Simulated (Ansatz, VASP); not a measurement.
InP: VASP beside Ansatz

```xyz
2
Lattice="0.0000 2.5382 3.2996 2.5382 0.0000 3.2996 2.5382 2.5382 0.0000" Properties=species:S:1:pos:R:3 pbc="T T T"
In    0.0000    0.0000    0.0000
P     2.5382    2.5382    3.2996
```

Alike in both runs: task single point; functional PBE; k mesh 20 × 20 × 20; occupations gaussian, width 0.15 eV; no spin polarisation.

```csv
,VASP,Ansatz
version,VASP 6.6.1,Ansatz 0.2.0
potentials or method,"VASP PAW PBE potentials, release 64 (In_d, P), cutoff 520 eV","scalar-relativistic, plane waves, PAW"
valence electrons in the cell,18,18
```

|  | VASP | Ansatz | Ansatz less VASP |
| --- | --- | --- | --- |
| gap on the k mesh at the Fermi level (eV) | none | none | - |
| pressure (GPa) | 8.8 | 8.9 | +0.08 |
| traceless stress, the component that is largest in VASP (GPa) | -14.03 | -14.09 | -0.065 |

A gap of «none» marks a metal or a gap that the smearing closes.
